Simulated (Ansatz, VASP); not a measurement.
**One calculation of F, two programs**

```
CELL_PARAMETERS angstrom
12.00000 0.00000 0.00000
0.00000 12.30000 0.00000
0.00000 0.00000 12.60000
ATOMIC_POSITIONS crystal
F 0.50000 0.50000 0.44452
F 0.50000 0.50000 0.55548
```

Alike in both runs: functional PBEsol; k mesh 1 × 1 × 1; occupations fermi-dirac, width 0.01 eV; no spin polarisation.

Ansatz relaxed the structure, and its values are those at the end. VASP's run is a single point on that final structure, the one shown.

|  | VASP | Ansatz |
| --- | --- | --- |
| version | VASP 6.6.1 | Ansatz 0.2.0 |
| potentials or method | VASP PAW PBE potentials, release 64 (F_h), cutoff 910 eV | plane waves (420 eV) with PAW, scalar-relativistic |
| valence electrons in the cell | 14 | 14 |

|  | VASP | Ansatz | Ansatz less VASP |
| --- | --- | --- | --- |
| rms of the force components (eV/Å) | 0.017 | 0.000 | -0.0171 |

VASP's potentials were made for PBE, not for PBEsol, and Ansatz warns of the same on its side. With one functional, cell and mesh, what is left measures potentials, basis and numerics.

Noted on VASP's run: the cutoff is short for stress, so the pressure is rough.
